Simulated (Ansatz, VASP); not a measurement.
TiW2C3 in VASP and in Ansatz

INCAR

```
SYSTEM = TiW2C3
PREC = Accurate
ENCUT = 520
EDIFF = 1E-7
ISMEAR = 0
SIGMA = 0.1
LREAL = .FALSE.
LASPH = .TRUE.
NELM = 60
ALGO = Normal
ISIF = 2
LWAVE = .FALSE.
LCHARG = .TRUE.
GGA = PE
LELF = .TRUE.
LVHAR = .TRUE.
NBANDS = 35
```

The input KPOINTS:

```
Automatic mesh
0
G
  6 6 2
  0 0 0
```

POSCAR

```
TiW2C3
1.0
    3.4533673300      0.0000000000      0.0000000000
   -1.7266836700      2.9907038400      0.0000000000
    0.0000000000      0.0000000000      8.4589878600
Ti W C
1 2 3
Direct
    0.0000000000      0.0000000000      0.5000000000
    0.6666666700      0.3333333300      0.8333333300
    0.3333333300      0.6666666700      0.1666666700
    0.3333333300      0.6666666700      0.6666666700
    0.6666666700      0.3333333300      0.3333333300
    0.0000000000      0.0000000000      0.0000000000
```

Input for Ansatz:

```yaml
crystal:
  lattice:
    - [3.45336733, 0.0, 0.0]
    - [-1.72668367, 2.99070384, 0.0]
    - [0.0, 0.0, 8.45898786]
  atoms:
    - { symbol: Ti, position: [0.0, 0.0, 0.5] }
    - { symbol: W, position: [0.66666667, 0.33333333, 0.83333333] }
    - { symbol: W, position: [0.33333333, 0.66666667, 0.16666667] }
    - { symbol: C, position: [0.33333333, 0.66666667, 0.66666667] }
    - { symbol: C, position: [0.66666667, 0.33333333, 0.33333333] }
    - { symbol: C, position: [0.0, 0.0, 0.0] }
basis:
  ecutwfc: 420
kpoints:
  mp_grid: { grid: [6, 6, 2] }
hamiltonian:
  xc: pbe
scf:
  occupations: { method: gaussian, width: 0.1 }
  lower_state_search: "off"
output:
  forces: true
  stress: true
  eigenvalues: true
```

Alike in both runs: task single point; functional PBE; k mesh 6 × 6 × 2; occupations gaussian, width 0.1 eV; no spin polarisation.

|  | VASP | Ansatz |
| --- | --- | --- |
| version | VASP 6.6.1 | Ansatz 0.2.0 |
| potentials or method | VASP PAW PBE potentials, release 64 (Ti_sv, W_sv, C), cutoff 520 eV | scalar-relativistic, plane waves, PAW |
| valence electrons in the cell | 52 | 52 |

```tsv
	VASP	Ansatz	Ansatz less VASP
gap on the k mesh at the Fermi level (eV)	none	none	-
rms of the force components (eV/Å)	0.341	0.341	+0.0002
```

Atom by atom the forces differ by 0.002 eV/Å (rms over components). A gap of «none» marks a metal or a gap that the smearing closes. With one functional, cell and mesh, what is left measures potentials, basis and numerics.

The k mesh is coarse, so the values compare programs but aren't converged. Spin-orbit coupling is off throughout.
